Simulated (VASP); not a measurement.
Input of a VASP 6.6.1 run:

INCAR

```
SYSTEM = Si2W
PREC = Accurate
ENCUT = 520
EDIFF = 1E-6
ISMEAR = -1
SIGMA = 0.05
LREAL = .FALSE.
LASPH = .TRUE.
NELM = 100
ALGO = Normal
ISIF = 2
LWAVE = .FALSE.
LCHARG = .FALSE.
GGA = PS
NBANDS = 18
```

KPOINTS

```
regular mesh
0
G
  12 12 12
  0 0 0
```

File POSCAR:

```
Si2W
1.0
   -1.6010876780      1.6010876780      3.9087335524
    1.6010876780     -1.6010876780      3.9087335524
    1.6010876780      1.6010876780     -3.9087335524
W Si
1 2
Direct
    0.0000000000      0.0000000000      0.0000000000
    0.6655466928      0.6655466928      0.0000000000
    0.3344533072      0.3344533072      0.0000000000
```

Potentials or basis: VASP PAW PBE potentials, release 64 (W_sv, Si).

Command:

```console
$ cat potpaw_PBE.64/W_sv/POTCAR potpaw_PBE.64/Si/POTCAR > POTCAR
$ mpirun -np 1 vasp_std > vasp.out
```

Q: Estimate the band gap on the k mesh.

A: Zero (bands 11 and 12 overlap by 1.34 eV).

Q: Predict the pressure.

A: 0.3 GPa.

Q: Estimate the largest force.

A: 0.009 eV/Å.

Forces on the atoms (eV/Å):
```
W    0.000  0.000  0.000
Si   0.000  0.000  0.009
Si   0.000  0.000 -0.009
```

Caveat: the PAW data sets were made with another functional, which shifts forces and pressure a little; spin-orbit coupling is left out, which moves the levels of the heavy elements.
